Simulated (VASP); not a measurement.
# GaP in VASP: notebook, part 2 of 2

VASP 6.6.1. Earlier steps stand in the parts before.

### Step 3. Single point, PBEsol

Contents of INCAR:

```
PREC = Accurate
ENCUT = 400
EDIFF = 1E-6
ISMEAR = 0
SIGMA = 0.05
LREAL = False
LASPH = True
NELM = 120
ALGO = Normal
ISIF = 2
LWAVE = False
LCHARG = True
LDIPOL = True
IDIPOL = 3
DIPOL = 0.5 0.5 0.500
GGA = PS
LELF = True
LVHAR = True
LVACPOTAV = True
NBANDS = 66
GGA_COMPAT = False
NELMDL = -8
```

Contents of KPOINTS:

```
Automatic mesh
0
Gamma
  7 5 1
```

Contents of POSCAR:

```
GaP
1.0
    3.8455650076      0.0000000000      0.0000000000
    0.0000000000      5.4384501888      0.0000000000
    0.0000000000      0.0000000000     24.6139125191
Ga P
6 6
Direct
    0.5000000000      0.5000000000      0.3047057226
    0.0000000000      0.0000000000      0.3828234336
    0.5000000000      0.5000000000      0.4609411445
    0.0000000000      0.0000000000      0.5390588555
    0.5000000000      0.5000000000      0.6171765664
    0.0000000000      0.0000000000      0.6952942774
    0.0000000000      0.2500000000      0.3047057226
    0.5000000000      0.7500000000      0.3828234336
    0.0000000000      0.2500000000      0.4609411445
    0.5000000000      0.7500000000      0.5390588555
    0.0000000000      0.2500000000      0.6171765664
    0.5000000000      0.7500000000      0.6952942774
```

Potentials or basis: VASP PAW PBE potentials, release 64 (Ga_d, P).

Command:

```bash
cat potpaw_PBE.64/Ga_d/POTCAR potpaw_PBE.64/P/POTCAR > POTCAR
mpirun -np 1 vasp_std > vasp.out
```

OUTCAR:

```text
PREC = Accurate
   ENCUT = 400
   EDIFF = 1E-6
   ISMEAR = 0
   LREAL = False
   LASPH = True
   NELM = 120
   ISIF = 2
   GGA = PS
   NELMDL = -8

 ion  position               nearest neighbor table
   1  0.500  0.500  0.305-   7 2.35   7 2.35   8 2.35
   2  0.000  0.000  0.383-   9 2.35   8 2.35   8 2.35   7 2.35
   3  0.500  0.500  0.461-   8 2.35   9 2.35   9 2.35  10 2.35
   4  0.000  0.000  0.539-  11 2.35  10 2.35  10 2.35   9 2.35
   5  0.500  0.500  0.617-  10 2.35  11 2.35  11 2.35  12 2.35
   6  0.000  0.000  0.695-  12 2.35  12 2.35  11 2.35
   7  0.000  0.250  0.305-   1 2.35   1 2.35   2 2.35
   8  0.500  0.750  0.383-   3 2.35   2 2.35   2 2.35   1 2.35
   9  0.000  0.250  0.461-   2 2.35   3 2.35   3 2.35   4 2.35
  10  0.500  0.750  0.539-   5 2.35   4 2.35   4 2.35   3 2.35
  11  0.000  0.250  0.617-   4 2.35   5 2.35   5 2.35   6 2.35
  12  0.500  0.750  0.695-   6 2.35   6 2.35   5 2.35

  LATTYP: Found a simple orthorhombic cell.
 ALAT       =     3.8455650076
 B/A-ratio  =     1.4142135624
 C/A-ratio  =     6.4005971737

  Lattice vectors:

 A1 = (   3.8455650076,   0.0000000000,   0.0000000000)
[... 1025 lines left out ...]

------------------------ aborting loop because EDIFF is reached ----------------------------------------

  FORCE on cell =-STRESS in cart. coord.  units (eV):
  Direction    XX          YY          ZZ          XY          YZ          ZX
  --------------------------------------------------------------------------------------
  -------------------------------------------------------------------------------------
  Total       -2.9990764     -3.1901485     -0.2923105      0.0000000      0.0000000      0.0000000
  in kB       -9.3343086     -9.9290001     -0.9097855      0.0000000      0.0000000      0.0000000
  external PRESSURE =      -6.7243647 kB  Pullay stress =       0.0000000 kB

 VOLUME and BASIS-vectors are now :
 -----------------------------------------------------------------------------
  energy-cutoff  :      400.00
  volume of cell :      514.77
      direct lattice vectors                 reciprocal lattice vectors
     3.845565008  0.000000000  0.000000000     0.260039812  0.000000000  0.000000000
     0.000000000  5.438450189  0.000000000     0.000000000  0.183875914  0.000000000
     0.000000000  0.000000000 24.613912519     0.000000000  0.000000000  0.040627430

 POSITION                                       TOTAL-FORCE (eV/Angst)
 -----------------------------------------------------------------------------------
      1.92278      2.71923      7.50000         0.000000     -1.241135      1.452727
      0.00000      0.00000      9.42278         0.000000      0.269631      0.147631
      1.92278      2.71923     11.34557         0.000000     -0.201028      0.117988
      0.00000      0.00000     13.26835         0.000000     -0.201028     -0.117988
      1.92278      2.71923     15.19113         0.000000      0.269631     -0.147631
      0.00000      0.00000     17.11391         0.000000     -1.241135     -1.452727
      0.00000      1.35961      7.50000         0.000000      0.385758     -1.278113
      1.92278      4.07884      9.42278         0.000000      0.674321     -0.542334
      0.00000      1.35961     11.34557         0.000000      0.112454      0.171427
      1.92278      4.07884     13.26835         0.000000      0.112454     -0.171427
      0.00000      1.35961     15.19113         0.000000      0.674321      0.542334
      1.92278      4.07884     17.11391         0.000000      0.385758      1.278113
 -----------------------------------------------------------------------------------
    total drift:                                0.000000      0.000573      0.000000

  FREE ENERGIE OF THE ION-ELECTRON SYSTEM (eV)
  ---------------------------------------------------
  free  energy   TOTEN  =       -55.8322561334 eV

  energy  without entropy=      -55.8322561334  energy(sigma->0) =      -55.83225613

 vacuum level on the upper side and lower side of the slab         4.473         4.473
```

OSZICAR:

```text
N       E                     dE             d eps       ncg     rms          rms(c)
DAV:   1     0.872228933814E+03    0.87223E+03   -0.42240E+04  1648   0.156E+03
DAV:   2     0.748160919396E+02   -0.79741E+03   -0.77209E+03  1906   0.409E+02
DAV:   3    -0.483457066306E+02   -0.12316E+03   -0.11980E+03  1822   0.154E+02
[... 18 lines left out ...]
DAV:  22    -0.558321381153E+02   -0.72330E-04   -0.26122E-06  1262   0.876E-03    0.169E-03
DAV:  23    -0.558322138867E+02   -0.75771E-04   -0.38887E-06  1172   0.116E-02    0.784E-04
DAV:  24    -0.558322438679E+02   -0.29981E-04   -0.21868E-06  1308   0.432E-03    0.537E-04
DAV:  25    -0.558322552808E+02   -0.11413E-04   -0.99245E-07  1200   0.530E-03    0.208E-04
DAV:  26    -0.558322561334E+02   -0.85265E-06   -0.69101E-08  1152   0.201E-03
   1 F= -.55832256E+02 E0= -.55832256E+02  d E =-.472151E-13
```

Wall time 9.8 min (1 thread of Intel Xeon Platinum 8259CL at 2.50GHz (Skylake/Cascade Lake), shared host); peak memory 0.5 GiB.

Results:

| Property | Result |
| --- | --- |
| Free energy | -55.8323 eV |
| Largest force | 1.911 eV/Å |
| Band gap on the k mesh | 0.71 eV (least direct gap 0.73 eV) |

Forces on the atoms (eV/Å):
```
Ga   0.000 -1.241  1.453
Ga   0.000  0.270  0.148
Ga   0.000 -0.201  0.118
Ga   0.000 -0.201 -0.118
Ga   0.000  0.270 -0.148
Ga   0.000 -1.241 -1.453
P    0.000  0.386 -1.278
P    0.000  0.674 -0.542
P    0.000  0.112  0.171
P    0.000  0.112 -0.171
P    0.000  0.674  0.542
P    0.000  0.386  1.278
```

Caveat: the PAW data sets were made with another functional, which shifts forces and pressure a little.

### Step 4. Single point, PBEsol

Changes to INCAR since step 3:

```diff
@@ -3,3 +3,3 @@
 EDIFF = 1E-6
-ISMEAR = 0
+ISMEAR = -1
 SIGMA = 0.05
```

Contents of KPOINTS:

```
regular mesh
0
Gamma
  7 5 1
```

POSCAR is that of step 3.

Potentials or basis: VASP PAW PBE potentials, release 64 (Ga_d, P).

Command:

```bash
cat potpaw_PBE.64/Ga_d/POTCAR potpaw_PBE.64/P/POTCAR > POTCAR
mpirun -np 1 vasp_std > vasp.out
```

OUTCAR:

```text
PREC = Accurate
   ENCUT = 400
   EDIFF = 1E-6
   ISMEAR = -1
   LREAL = False
   LASPH = True
   NELM = 120
   ISIF = 2
   GGA = PS
   NELMDL = -8

 ion  position               nearest neighbor table
   1  0.500  0.500  0.305-   7 2.35   7 2.35   8 2.35
   2  0.000  0.000  0.383-   9 2.35   8 2.35   8 2.35   7 2.35
   3  0.500  0.500  0.461-   8 2.35   9 2.35   9 2.35  10 2.35
   4  0.000  0.000  0.539-  11 2.35  10 2.35  10 2.35   9 2.35
   5  0.500  0.500  0.617-  10 2.35  11 2.35  11 2.35  12 2.35
   6  0.000  0.000  0.695-  12 2.35  12 2.35  11 2.35
   7  0.000  0.250  0.305-   1 2.35   1 2.35   2 2.35
   8  0.500  0.750  0.383-   3 2.35   2 2.35   2 2.35   1 2.35
   9  0.000  0.250  0.461-   2 2.35   3 2.35   3 2.35   4 2.35
  10  0.500  0.750  0.539-   5 2.35   4 2.35   4 2.35   3 2.35
  11  0.000  0.250  0.617-   4 2.35   5 2.35   5 2.35   6 2.35
  12  0.500  0.750  0.695-   6 2.35   6 2.35   5 2.35

  LATTYP: Found a simple orthorhombic cell.
 ALAT       =     3.8455650076
 B/A-ratio  =     1.4142135624
[... 1027 lines left out ...]
     65       4.4719      0.00000
     66       4.5481      0.00000

------------------------ aborting loop because EDIFF is reached ----------------------------------------

  FORCE on cell =-STRESS in cart. coord.  units (eV):
  Direction    XX          YY          ZZ          XY          YZ          ZX
  --------------------------------------------------------------------------------------
  -------------------------------------------------------------------------------------
  Total       -2.9988791     -3.1900638     -0.2918036      0.0000000      0.0000000      0.0000000
  in kB       -9.3336944     -9.9287364     -0.9082078      0.0000000      0.0000000      0.0000000
  external PRESSURE =      -6.7235462 kB  Pullay stress =       0.0000000 kB

 VOLUME and BASIS-vectors are now :
 -----------------------------------------------------------------------------
  energy-cutoff  :      400.00
  volume of cell :      514.77
      direct lattice vectors                 reciprocal lattice vectors
     3.845565008  0.000000000  0.000000000     0.260039812  0.000000000  0.000000000
     0.000000000  5.438450189  0.000000000     0.000000000  0.183875914  0.000000000
     0.000000000  0.000000000 24.613912519     0.000000000  0.000000000  0.040627430

 POSITION                                       TOTAL-FORCE (eV/Angst)
 -----------------------------------------------------------------------------------
      1.92278      2.71923      7.50000         0.000000     -1.241034      1.452407
      0.00000      0.00000      9.42278         0.000000      0.269683      0.147536
      1.92278      2.71923     11.34557         0.000000     -0.200944      0.117929
      0.00000      0.00000     13.26835         0.000000     -0.200944     -0.117929
      1.92278      2.71923     15.19113         0.000000      0.269683     -0.147536
      0.00000      0.00000     17.11391         0.000000     -1.241034     -1.452407
      0.00000      1.35961      7.50000         0.000000      0.385741     -1.277879
      1.92278      4.07884      9.42278         0.000000      0.674153     -0.542139
      0.00000      1.35961     11.34557         0.000000      0.112401      0.171412
      1.92278      4.07884     13.26835         0.000000      0.112401     -0.171412
      0.00000      1.35961     15.19113         0.000000      0.674153      0.542139
      1.92278      4.07884     17.11391         0.000000      0.385741      1.277879
 -----------------------------------------------------------------------------------
    total drift:                                0.000000      0.000568      0.000000

  FREE ENERGIE OF THE ION-ELECTRON SYSTEM (eV)
  ---------------------------------------------------
  free  energy   TOTEN  =       -55.8322873107 eV

  energy  without entropy=      -55.8320031492  energy(sigma->0) =      -55.83214523

 vacuum level on the upper side and lower side of the slab         4.473         4.473
```

OSZICAR:

```text
N       E                     dE             d eps       ncg     rms          rms(c)
DAV:   1     0.872213934818E+03    0.87221E+03   -0.42240E+04  1648   0.156E+03
DAV:   2     0.748035838189E+02   -0.79741E+03   -0.77204E+03  1906   0.409E+02
DAV:   3    -0.483457067762E+02   -0.12315E+03   -0.11976E+03  1822   0.154E+02
[... 18 lines left out ...]
DAV:  22    -0.558321698441E+02   -0.72783E-04   -0.26409E-06  1262   0.864E-03    0.168E-03
DAV:  23    -0.558322451631E+02   -0.75319E-04   -0.38631E-06  1180   0.117E-02    0.779E-04
DAV:  24    -0.558322752492E+02   -0.30086E-04   -0.22111E-06  1300   0.418E-03    0.530E-04
DAV:  25    -0.558322864475E+02   -0.11198E-04   -0.96981E-07  1208   0.522E-03    0.204E-04
DAV:  26    -0.558322873107E+02   -0.86325E-06   -0.67160E-08  1152   0.194E-03
   1 F= -.55832287E+02 E0= -.55832145E+02  d E =-.284162E-03
```

Wall time 8.9 min (1 thread of Intel Xeon Platinum 8259CL at 2.50GHz (Skylake/Cascade Lake), shared host); peak memory 0.51 GiB.

What came out:

```yaml
Free_energy: -55.8323 eV
Largest_force: 1.910 eV/Å
Band_gap_on_the_k_mesh: 0.71 eV (least direct gap 0.73 eV)
```

Forces in eV/Å, atoms in the order of the input:
```
Ga   0.000 -1.241  1.452
Ga   0.000  0.270  0.148
Ga   0.000 -0.201  0.118
Ga   0.000 -0.201 -0.118
Ga   0.000  0.270 -0.148
Ga   0.000 -1.241 -1.452
P    0.000  0.386 -1.278
P    0.000  0.674 -0.542
P    0.000  0.112  0.171
P    0.000  0.112 -0.171
P    0.000  0.674  0.542
P    0.000  0.386  1.278
```

Levels at points of the mesh, in eV from the valence-band top:
```
           k point  band 50  band 51  band 52  band 53  band 54  band 55  band 56  band 57  band 58  band 59
(0.00, 0.00, 0.00)    -0.63    -0.22    -0.16    -0.12     0.00     0.73     1.46     1.81     2.35     2.76
```

Caveat: the PAW data sets were made with another functional, which shifts forces and pressure a little.

### Step 5. Summary

```tsv
cell	smearing	gap on the mesh (eV)	largest force (eV/Å)
as given, atomic positions A	gaussian 0.05 eV	1.03	0.02
as given, atomic positions B	gaussian 0.05 eV	0.71	1.91
as given, atomic positions B	fermi-dirac 0.05 eV	0.71	1.91
```

Alike in all rows: task single point; level PBEsol; potentials or basis VASP PAW PBE potentials, release 64 (Ga_d, P); no spin polarisation; k mesh 7 × 5 × 1; cutoff (eV) 400.

Caveats: the PAW data sets were made with another functional, which shifts forces and pressure a little.

Total energies depend on the potentials used, so only differences within one code and one set of settings carry meaning.
